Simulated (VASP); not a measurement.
# Mo (Fd-3m) in VASP: further runs, part 2 of 2

VASP 6.6.1. The steps go on from the part before.

**3. Single point, PBE (14.95 Å³/atom)**

Contents of INCAR:

```
SYSTEM = Mo
PREC     = Accurate       ! precision mode
ENCUT    = 520            ! plane-wave cutoff, eV
EDIFF    = 1E-6           ! SCF threshold, eV
ISMEAR   = -1             ! smearing method
SIGMA    = 0.05           ! smearing width, eV
LREAL    = .FALSE.        ! projectors in reciprocal space
LASPH    = .TRUE.         ! aspherical terms in the spheres
NELM     = 100            ! most SCF steps
ALGO     = Normal         ! electronic algorithm
ISIF     = 2              ! what is computed and relaxed
LWAVE    = .FALSE.        ! write WAVECAR
LCHARG   = .FALSE.        ! write CHGCAR
GGA      = PE             ! functional
NBANDS   = 21             ! bands
```

Contents of KPOINTS:

```
regular mesh
0
G
  14 14 14
  0 0 0
```

Contents of POSCAR:

```
Mo
1.0
    0.0000000000      2.4632595088      2.4632595088
    2.4632595088      0.0000000000      2.4632595088
    2.4632595088      2.4632595088      0.0000000000
Mo
2
Direct
   -0.1250000000     -0.1250000000     -0.1250000000
    0.1250000000      0.1250000000      0.1250000000
```

Potentials or basis: VASP PAW PBE potentials, release 64 (Mo_sv).

The run is started by

```console
> cat potpaw_PBE.64/Mo_sv/POTCAR > POTCAR
> mpirun -np 1 vasp_std > vasp.out
```

OUTCAR:

```text
SYSTEM = Mo
   PREC = Accurate
   ENCUT = 520
   EDIFF = 1E-6
   ISMEAR = -1
   LREAL = .FALSE.
   LASPH = .TRUE.
   NELM = 100
   ISIF = 2
   GGA = PE

 ion  position               nearest neighbor table
   1  0.875  0.875  0.875-   2 2.13   2 2.13   2 2.13   2 2.13
   2  0.125  0.125  0.125-   1 2.13   1 2.13   1 2.13   1 2.13

  LATTYP: Found a face centered cubic cell.
 ALAT       =     4.9265190176

  Lattice vectors:

 A1 = (   0.0000000000,   2.4632595088,   2.4632595088)
 A2 = (   2.4632595088,   0.0000000000,   2.4632595088)
 A3 = (   2.4632595088,   2.4632595088,   0.0000000000)

Analysis of symmetry for initial positions (statically):
=====================================================================
 Subroutine PRICEL returns:
 Original cell was already a primitive cell.

 Routine SETGRP: Setting up the symmetry group for a
 face centered cubic supercell.

 Subroutine GETGRP returns: Found 48 space group operations
 (whereof 12 operations were pure point group operations)
 out of a pool of 48 trial point group operations.

The static configuration has the point symmetry D_3d.
 The point group associated with its full space group is O_h .

Analysis of symmetry for dynamics (positions and initial velocities):
=====================================================================
 Subroutine PRICEL returns:
 Original cell was already a primitive cell.

 Routine SETGRP: Setting up the symmetry group for a
 face centered cubic supercell.

 Subroutine GETGRP returns: Found 48 space group operations
 (whereof 12 operations were pure point group operations)
 out of a pool of 48 trial point group operations.

The dynamic configuration has the point symmetry D_3d.
 The point group associated with its full space group is O_h .

 Subroutine INISYM returns: Found 48 space group operations
 (whereof 12 operations are pure point group operations),
 and found     1 'primitive' translations
[... 103 lines left out ...]
   POTIM  = 0.5000    time-step for ionic-motion
   TEBEG  =    0.0;   TEEND  =   0.0 temperature during run
   PSTRESS=    0.0 pullay stress
   NELECT =      28.0000    total number of electrons
   NUPDOWN=      -1.0000    fix difference up-down
   EMIN   =  10.00;   EMAX   =-10.00  energy-range for DOS
   EFERMI =   0.00;   METHOD = LEGACY
   ISMEAR =    -1;   SIGMA  =   0.05  broadening in eV -4-tet -1-fermi 0-gaus
   EFERMI_NEDOS =   21; number of points for ismear=-14 and -15
   IALGO  =     38    algorithm
   IMIX   =      4    mixing-type and parameters
     AMIX     =   0.40;   BMIX     =  1.00
     AMIX_MAG =   1.60;   BMIX_MAG =  1.00
  volume/ion in A,a.u.               =      14.95       100.86
  Fermi-wavevector in a.u.,A,eV,Ry     =   1.601797  3.026956 34.909176  2.565752
  Thomas-Fermi vector in A             =   2.698718
   LORBIT       =      0    0 simple, 1 ext, 2 COOP (PROOUT), +10 PAW based schemes
   GGA     = PE    functional components
   LHFCALC =     F    Hartree Fock is set to
   AEXX    =    0.0000 exact exchange contribution
   IVDW    =     0    specifies the selected vdW correction
   LEPSILON=     F    determine dielectric tensor
   LRPA    =     F    only Hartree local field effects (RPA)
 non-spin polarized calculation
  energy-cutoff  :      520.00
  volume of cell :       29.89
 maximum number of plane-waves:       825
 NGX is ok and might be reduce to    28
   NGX = 13   NGY = 13   NGZ = 13

 number of electron      28.0000003 magnetization

 Free energy of the ion-electron system (eV)
  ---------------------------------------------------
  ext. energy  EPLUGINS =         0.00000000
  ---------------------------------------------------
  free energy    TOTEN  =       -13.40715614 eV

  energy without entropy =      -13.39467321  energy(sigma->0) =      -13.40091467

 E-fermi :  12.9841     XC(G=0): -13.1359

 val. band max:       12.9762074467   @ k =   0.3571   0.2143   0.0714
 cond. band min:      12.9880032724   @ k =  -0.2143   0.2857   0.0714
 fundamental gap:      0.0117958257
 Fermi energy:        12.9840866117

 k-point     1 :       0.0000    0.0000    0.0000
  band No.  band energies     occupation
      1     -48.8382      2.00000
      2     -46.1924      2.00000
      3     -23.4665      2.00000
      4     -23.4665      2.00000
      5     -23.4665      2.00000
      6     -20.5287      2.00000
[... 565 lines left out ...]
     20      24.1367      0.00000
     21      25.7679      0.00000

 [... further k-points ...]
[... 5 lines left out ...]
  --------------------------------------------------------------------------------------
  -------------------------------------------------------------------------------------
  Total       21.6144592     21.6144592     21.6144592      0.0000000     -0.0000000     -0.0000000
  in kB     1158.4957800   1158.4957800   1158.4957800      0.0000000     -0.0000000     -0.0000000
  external PRESSURE =    1158.4957800 kB  Pullay stress =       0.0000000 kB

 VOLUME and BASIS-vectors are now :
 -----------------------------------------------------------------------------
  energy-cutoff  :      520.00
  volume of cell :       29.89
      direct lattice vectors                 reciprocal lattice vectors
     0.000000000  2.463259509  2.463259509    -0.202983079  0.202983079  0.202983079
     2.463259509  0.000000000  2.463259509     0.202983079 -0.202983079  0.202983079
     2.463259509  2.463259509  0.000000000     0.202983079  0.202983079 -0.202983079

 POSITION                                       TOTAL-FORCE (eV/Angst)
 -----------------------------------------------------------------------------------
      4.31070      4.31070      4.31070        -0.000000     -0.000000     -0.000000
      0.61581      0.61581      0.61581         0.000000      0.000000      0.000000
 -----------------------------------------------------------------------------------
    total drift:                                0.000000     -0.000000     -0.000000

  FREE ENERGIE OF THE ION-ELECTRON SYSTEM (eV)
  ---------------------------------------------------
  free  energy   TOTEN  =       -13.4071561442 eV

  energy  without entropy=      -13.3946732052  energy(sigma->0) =      -13.40091467
```

Wall time 1.7 min (1 thread of Intel Xeon 8259CL, shared host); peak memory 0.19 GiB.

What came out:

* Free energy: -13.4072 eV
* Pressure: 115.8 GPa
* Band gap on the k mesh: zero (bands 14 and 15 overlap by 0.91 eV)

Caveat: the cell stands under pressure.

**4. Single point, PBE (17.25 Å³/atom)**

This run uses another cell than the first one, of 17.25 Å³/atom.

INCAR, as its differences from that of step 3:

```diff
@@ -8,3 +8,3 @@
 LASPH    = .TRUE.         ! aspherical terms in the spheres
-NELM     = 100            ! most SCF steps
+NELM     = 80             ! most SCF steps
 ALGO     = Normal         ! electronic algorithm
@@ -12,4 +12,6 @@
 LWAVE    = .FALSE.        ! write WAVECAR
-LCHARG   = .FALSE.        ! write CHGCAR
+LCHARG   = .TRUE.         ! write CHGCAR
 GGA      = PE             ! functional
+LELF     = .TRUE.         ! ELF
+LVHAR    = .TRUE.       
 NBANDS   = 21             ! bands
```

Contents of KPOINTS:

```
Automatic mesh
0
G
  14 14 14
  0 0 0
```

Contents of POSCAR:

```
Mo
1.0
    0.0000000000      2.5836051220      2.5836051220
    2.5836051220      0.0000000000      2.5836051220
    2.5836051220      2.5836051220      0.0000000000
Mo
2
Direct
   -0.1250000000     -0.1250000000     -0.1250000000
    0.1250000000      0.1250000000      0.1250000000
```

The run is started by

```console
> cat potpaw_PBE.64/Mo_sv/POTCAR > POTCAR
> mpirun -np 1 vasp_std > vasp.out
```

Wall time 78 s (1 thread of Intel Xeon 8259CL, shared host); peak memory 0.2 GiB.

It converged, with:

```
Free energy            : -15.8006 eV
Pressure               : 57.4 GPa
Band gap on the k mesh : zero (bands 14 and 15 overlap by 0.78 eV)
```

Levels at points of the mesh, in eV from the Fermi level:
| k point | band 11 | band 12 | band 13 | band 14 | band 15 | band 16 | band 17 | band 18 |
| --- | --- | --- | --- | --- | --- | --- | --- | --- |
| (0.00, 0.00, 0.00) | -3.68 | -1.88 | -1.88 | -1.88 | 1.67 | 1.67 | 1.67 | 5.92 |
| (0.50, 0.00, 0.00) | -3.29 | -2.53 | -2.53 | -2.39 | 0.88 | 3.06 | 3.06 | 4.81 |
| (0.50, 0.50, 0.00) | -2.52 | -2.52 | 0.13 | 0.13 | 0.84 | 0.84 | 5.15 | 5.15 |

Caveat: the cell stands under pressure.
